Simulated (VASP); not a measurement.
# Br (Cmce) in VASP: further runs

Br is run at these levels: LDA; tasks: single point, relaxation of volume and atoms at fixed shape.

Program: VASP 6.6.1. These are calculated values, not measurements. Logs are shortened: lines on timing, memory, paths and dates and some standing lists are left out, and cuts for length are marked.

## (1) The cell of the first run

It takes space group Cmce (No. 64, orthorhombic). Conventional cell: a = 6.221 Å, b = 4.296 Å, c = 8.048 Å, α = 90.00°, β = 90.00°, γ = 90.00°. Br (site symmetry m) has 3 Br at 2.38 to 3.00 Å within 3.1 Å.

## (2) Single point, LDA

File INCAR:

```
SYSTEM = Br
  PREC = Accurate
  ENCUT = 500
  EDIFF = 1E-6
  ISMEAR = -1
  SIGMA = 0.02
  LREAL = .False.
  LASPH = .True.
  NELM = 120
  ALGO = Normal
  ISIF = 2
  LWAVE = .False.
  LCHARG = .False.
  GGA = CA
  NBANDS = 22
  GGA_COMPAT = .False.
```

File KPOINTS:

```
Automatic mesh
0
Gamma
  5 5 3
  0 0 0
```

File POSCAR:

```
Br
1.0
    3.1104470160     -2.1479725613      0.0000000000
    3.1104470160      2.1479725613      0.0000000000
    0.0000000000      0.0000000000      8.0481805001
Br
4
Direct
    0.8386593012      0.1613406988      0.1201541722
    0.6613406988      0.3386593012      0.6201541722
    0.1613406988      0.8386593012      0.8798458278
    0.3386593012      0.6613406988      0.3798458278
```

Potentials or basis: VASP PAW LDA potentials, release 64 (Br).

The run is started by

```console
$ cat potpaw_LDA.64/Br/POTCAR > POTCAR
$ mpirun -np 1 vasp_std > vasp.out
```

OUTCAR:

```text
SYSTEM = Br
   PREC = Accurate
   ENCUT = 500
   EDIFF = 1E-6
   ISMEAR = -1
   LREAL = .False.
   LASPH = .True.
   NELM = 120
   ISIF = 2
   GGA = CA

 ion  position               nearest neighbor table
   1  0.839  0.161  0.120-   3 2.38
   2  0.661  0.339  0.620-   4 2.38
   3  0.161  0.839  0.880-   1 2.38
   4  0.339  0.661  0.380-   2 2.38

  LATTYP: Found a base centered orthorhombic cell.
 ALAT       =     4.2959451226
 B/A-ratio  =     1.4480850789
 C/A-ratio  =     1.8734365245

  Lattice vectors:

 A1 = (  -3.1104470160,  -2.1479725613,   0.0000000000)
 A2 = (   3.1104470160,  -2.1479725613,   0.0000000000)
 A3 = (   0.0000000000,   0.0000000000,   8.0481805001)

Analysis of symmetry for initial positions (statically):
=====================================================================
 Subroutine PRICEL returns:
 Original cell was already a primitive cell.

 Routine SETGRP: Setting up the symmetry group for a
 base centered orthorhombic supercell.

 Subroutine GETGRP returns: Found  8 space group operations
 (whereof  4 operations were pure point group operations)
 out of a pool of  8 trial point group operations.

The static configuration has the point symmetry C_2h.
 The point group associated with its full space group is D_2h.

Analysis of symmetry for dynamics (positions and initial velocities):
=====================================================================
 Subroutine PRICEL returns:
 Original cell was already a primitive cell.

 Routine SETGRP: Setting up the symmetry group for a
 base centered orthorhombic supercell.

 Subroutine GETGRP returns: Found  8 space group operations
 (whereof  4 operations were pure point group operations)
 out of a pool of  8 trial point group operations.

The dynamic configuration has the point symmetry C_2h.
 The point group associated with its full space group is D_2h.

 Subroutine INISYM returns: Found  8 space group operations
 (whereof  4 operations are pure point group operations),
 and found     1 'primitive' translations

----------------------------------------------------------------------------------------

                                     Primitive cell

  volume of cell :     107.5423

  direct lattice vectors                    reciprocal lattice vectors
     3.110447016 -2.147972561  0.000000000     0.160748599 -0.232777648  0.000000000
     3.110447016  2.147972561  0.000000000     0.160748599  0.232777648  0.000000000
     0.000000000  0.000000000  8.048180500     0.000000000  0.000000000  0.124251686

  length of vectors
     3.780035286  3.780035286  8.048180500     0.282887867  0.282887867  0.124251686

  position of ions in fractional coordinates (direct lattice)
     0.838659301  0.161340699  0.120154172
     0.661340699  0.338659301  0.620154172
     0.161340699  0.838659301  0.879845828
     0.338659301  0.661340699  0.379845828

  ion indices of the primitive-cell ions
   primitive index   ion index
                 1           1
                 2           2
                 3           3
                 4           4

----------------------------------------------------------------------------------------

 KPOINTS: Automatic mesh

Automatic generation of k-mesh.
 Grid dimensions read from file:
 generate k-points for:    5    5    3

 Generating k-lattice:

  Cartesian coordinates                     Fractional coordinates (reciprocal lattice)
     0.032149720 -0.046555530  0.000000000     0.200000000  0.000000000  0.000000000
     0.032149720  0.046555530  0.000000000     0.000000000  0.200000000  0.000000000
     0.000000000  0.000000000  0.041417229     0.000000000  0.000000000  0.333333333

  Length of vectors
     0.056577573  0.056577573  0.041417229

  Shift w.r.t. Gamma in fractional coordinates (k-lattice)
     0.000000000  0.000000000  0.000000000

 Subroutine IBZKPT returns following result:
 ===========================================

 Found     18 irreducible k-points:

 Following reciprocal coordinates:
            Coordinates               Weight
  0.000000  0.000000  0.000000      1.000000
  0.200000 -0.000000  0.000000      4.000000
  0.400000  0.000000  0.000000      4.000000
  0.200000  0.200000  0.000000      2.000000
  0.400000  0.200000  0.000000      4.000000
 -0.400000  0.200000  0.000000      4.000000
[... 10 lines left out ...]
  0.400000  0.400000  0.333333      4.000000
 -0.400000  0.400000  0.333333      4.000000
   k-points           NKPTS =     18   k-points in BZ     NKDIM =     18   number of bands    NBANDS=     22
   number of dos      NEDOS =    301   number of ions     NIONS =      4
   total plane-waves  NPLWV =  47040
   dimension x,y,z NGX =    28 NGY =   28 NGZ =   60
   dimension x,y,z NGXF=    56 NGYF=   56 NGZF=  120
   ions per type =               4
   NGX,Y,Z   is equivalent  to a cutoff of  12.31, 12.31, 12.39 a.u.
   NGXF,Y,Z  is equivalent  to a cutoff of  24.63, 24.63, 24.79 a.u.
 SYSTEM =  Br
   PREC   = accura    normal or accurate (medium, high low for compatibility)
   ISTART =      0    job   : 0-new  1-cont  2-samecut
   ICHARG =      2    charge: 1-file 2-atom 10-const
   ISPIN  =      1    spin polarized calculation?
   LNONCOLLINEAR =      F non collinear calculations
   LSORBIT =      F    spin-orbit coupling
   LASPH  =      T    aspherical Exc in radial PAW
   ENCUT  =  500.0 eV  36.75 Ry    6.06 a.u.   6.89  6.89 14.67*2*pi/ulx,y,z
   NELM   =    120;   NELMIN=  2; NELMDL= -5     # of ELM steps
   EDIFF  = 0.1E-05   stopping-criterion for ELM
   LREAL  =      F    real-space projection
   EDIFFG = 0.1E-04   stopping-criterion for IOM
   NSW    =      0    number of steps for IOM
   IBRION =     -1    ionic relax: 0-MD 1-quasi-New 2-CG
   NFREE  =      0    steps in history (QN), initial steepest desc. (CG)
   ISIF   =      2    stress and relaxation
   ISYM   =      2    0-nonsym 1-usesym 2-fastsym
   POTIM  = 0.5000    time-step for ionic-motion
   TEBEG  =    0.0;   TEEND  =   0.0 temperature during run
   PSTRESS=    0.0 pullay stress
   NELECT =      28.0000    total number of electrons
   NUPDOWN=      -1.0000    fix difference up-down
   EMIN   =  10.00;   EMAX   =-10.00  energy-range for DOS
   EFERMI =   0.00;   METHOD = LEGACY
   ISMEAR =    -1;   SIGMA  =   0.02  broadening in eV -4-tet -1-fermi 0-gaus
   EFERMI_NEDOS =   21; number of points for ismear=-14 and -15
   IALGO  =     38    algorithm
   IMIX   =      4    mixing-type and parameters
     AMIX     =   0.40;   BMIX     =  1.00
     AMIX_MAG =   1.60;   BMIX_MAG =  1.00
  volume/ion in A,a.u.               =      26.89       181.43
  Fermi-wavevector in a.u.,A,eV,Ry     =   1.045365  1.975453 14.868270  1.092787
  Thomas-Fermi vector in A             =   2.180157
   LORBIT       =      0    0 simple, 1 ext, 2 COOP (PROOUT), +10 PAW based schemes
   GGA     = CA    functional components
   LHFCALC =     F    Hartree Fock is set to
   AEXX    =    0.0000 exact exchange contribution
   IVDW    =     0    specifies the selected vdW correction
   LEPSILON=     F    determine dielectric tensor
   LRPA    =     F    only Hartree local field effects (RPA)
 non-spin polarized calculation
  energy-cutoff  :      500.00
  volume of cell :      107.54
 maximum number of plane-waves:      2756
   NGX = 13   NGY = 13   NGZ = 29

 number of electron      27.9999996 magnetization

 Free energy of the ion-electron system (eV)
  ---------------------------------------------------
  ext. energy  EPLUGINS =         0.00000000
  ---------------------------------------------------
  free energy    TOTEN  =        -8.44661452 eV

  energy without entropy =       -8.44661452  energy(sigma->0) =       -8.44661452

 E-fermi :   2.0816     XC(G=0):  -9.4179

 val. band max:        1.6263917880   @ k =  -0.2000   0.2000   0.3333
 cond. band min:       2.8496634660   @ k =   0.4000   0.4000   0.3333
 fundamental gap:      1.2232716780
 Fermi energy:         2.0816444764

 k-point     1 :       0.0000    0.0000    0.0000
  band No.  band energies     occupation
      1     -14.7510      2.00000
      2     -13.8752      2.00000
      3     -12.4821      2.00000
      4     -10.9523      2.00000
      5      -3.6555      2.00000
      6      -2.3197      2.00000
[... 14 lines left out ...]
     21      10.6816      0.00000
     22      10.8121      0.00000

 k-point     2 :       0.2000   -0.0000    0.0000
  band No.  band energies     occupation
      1     -14.5646      2.00000
      2     -13.8221      2.00000
      3     -12.3452      2.00000
      4     -11.1331      2.00000
      5      -3.7421      2.00000
      6      -2.7643      2.00000
[... 14 lines left out ...]
     21      10.2533      0.00000
     22      10.8784      0.00000

 k-point     3 :       0.4000    0.0000    0.0000
  band No.  band energies     occupation
      1     -14.1355      2.00000
      2     -13.8253      2.00000
      3     -12.0083      2.00000
      4     -11.5682      2.00000
      5      -4.0317      2.00000
      6      -3.7563      2.00000
[... 14 lines left out ...]
     21      11.4118      0.00000
     22      12.6735      0.00000

 k-point     4 :       0.2000    0.2000    0.0000
  band No.  band energies     occupation
      1     -14.5776      2.00000
      2     -13.7616      2.00000
      3     -12.3430      2.00000
      4     -10.9674      2.00000
      5      -3.5518      2.00000
      6      -2.5338      2.00000
[... 14 lines left out ...]
     21      10.5778      0.00000
     22      10.7568      0.00000

 k-point     5 :       0.4000    0.2000    0.0000
  band No.  band energies     occupation
      1     -14.3013      2.00000
      2     -13.6833      2.00000
      3     -12.1374      2.00000
      4     -11.1906      2.00000
      5      -3.6813      2.00000
      6      -3.0846      2.00000
[... 267 lines left out ...]
 k-point    16 :      -0.2000    0.2000    0.3333
  band No.  band energies     occupation
      1     -14.1525      2.00000
      2     -13.9507      2.00000
      3     -11.9309      2.00000
      4     -11.6333      2.00000
      5      -3.7530      2.00000
      6      -3.3518      2.00000
[... 14 lines left out ...]
     21      11.1338      0.00000
     22      11.1354      0.00000

 k-point    17 :       0.4000    0.4000    0.3333
  band No.  band energies     occupation
      1     -14.1416      2.00000
      2     -13.8110      2.00000
      3     -11.7630      2.00000
      4     -11.2288      2.00000
      5      -3.3294      2.00000
      6      -3.0890      2.00000
[... 14 lines left out ...]
     21      10.8752      0.00000
     22      11.7377      0.00000

 k-point    18 :      -0.4000    0.4000    0.3333
  band No.  band energies     occupation
      1     -14.0209      2.00000
      2     -13.7655      2.00000
      3     -11.7712      2.00000
      4     -11.3915      2.00000
      5      -3.5158      2.00000
      6      -3.2282      2.00000
[... 14 lines left out ...]
     21      11.0033      0.00000
     22      11.6170      0.00000

------------------------ aborting loop because EDIFF is reached ----------------------------------------

  FORCE on cell =-STRESS in cart. coord.  units (eV):
  Direction    XX          YY          ZZ          XY          YZ          ZX
  --------------------------------------------------------------------------------------
  -------------------------------------------------------------------------------------
  Total        0.8271710     -0.7456179      0.0884968      0.0000000     -0.0000000      0.0000000
  in kB       12.3232886    -11.1083017      1.3184354      0.0000000     -0.0000000      0.0000000
  external PRESSURE =       0.8444741 kB  Pullay stress =       0.0000000 kB

 VOLUME and BASIS-vectors are now :
 -----------------------------------------------------------------------------
  energy-cutoff  :      500.00
  volume of cell :      107.54
      direct lattice vectors                 reciprocal lattice vectors
     3.110447016 -2.147972561  0.000000000     0.160748599 -0.232777648  0.000000000
     3.110447016  2.147972561  0.000000000     0.160748599  0.232777648  0.000000000
     0.000000000  0.000000000  8.048180500     0.000000000  0.000000000  0.124251686

 POSITION                                       TOTAL-FORCE (eV/Angst)
 -----------------------------------------------------------------------------------
      3.11045     -1.45486      0.96702         0.000000      0.008645      0.033824
      3.11045     -0.69311      4.99111         0.000000     -0.008645      0.033824
      3.11045      1.45486      7.08116         0.000000     -0.008645     -0.033824
      3.11045      0.69311      3.05707         0.000000      0.008645     -0.033824
 -----------------------------------------------------------------------------------
    total drift:                               -0.000000      0.000000     -0.000000

  FREE ENERGIE OF THE ION-ELECTRON SYSTEM (eV)
  ---------------------------------------------------
  free  energy   TOTEN  =        -8.4466145175 eV

  energy  without entropy=       -8.4466145175  energy(sigma->0) =       -8.44661452
```

Wall time 21 s (1 thread of Intel Xeon Platinum 8488C (Sapphire Rapids), shared host); peak memory 0.18 GiB.

What came out:

* Free energy: -8.4466 eV
* Pressure: 0.1 GPa
* Largest force: 0.035 eV/Å
* Band gap on the k mesh: 1.22 eV, indirect (least direct gap 1.54 eV)

Forces on the atoms (eV/Å):
```
Br   0.000  0.009  0.034
Br   0.000 -0.009  0.034
Br   0.000 -0.009 -0.034
Br   0.000  0.009 -0.034
```

Stress tensor (GPa, compression positive):
```
 1.23  0.00  0.00
 0.00 -1.11  0.00
 0.00  0.00  0.13
```

[end of part 1 of 2]
